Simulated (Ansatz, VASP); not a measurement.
## YSe2 in VASP and in Ansatz

```
CELL_PARAMETERS angstrom
-2.04253 2.66996 6.67553
2.04253 -2.66996 6.67553
2.04253 2.66996 -6.67553
ATOMIC_POSITIONS crystal
Y 0.85350 0.85350 0.00000
Y 0.14650 0.14650 0.00000
Se 0.71078 0.21078 0.50000
Se 0.28922 0.78922 0.50000
Se 0.77379 0.50000 0.27379
Se 0.22621 0.50000 0.72621
```

Change from the starting cell: uniaxial_y strain -6.0%.

Alike in both runs: task single point; functional PBE; k mesh 8 × 8 × 8; occupations fermi-dirac, width 0.02 eV; no spin polarisation.

```csv
,VASP,Ansatz
version,VASP 6.6.1,Ansatz 0.2.0
potentials or method,"VASP PAW PBE potentials, release 64 (Y_sv, Se)","plane waves, PAW"
plane-wave cutoff (eV),520,420
valence electrons in the cell,46,86
```

Ansatz gave:

- pressure (GPa): 4.2
- traceless stress, the component that is largest in VASP (GPa): 4.13
- rms of the force components (eV/Å): 0.162

Task: What did VASP give for the same quantities?

Result: Pressure (GPa): 4.3; traceless stress, the component that is largest in VASP (GPa): 4.18; rms of the force components (eV/Å): 0.172.

Atom by atom the forces differ by 0.010 eV/Å (rms over components). The functional is the same, so the differences come from potentials, cutoffs and numerics. VASP's potentials hold 46 valence electrons a cell and Ansatz's 86, so a difference there can come from the potentials and not from the codes.
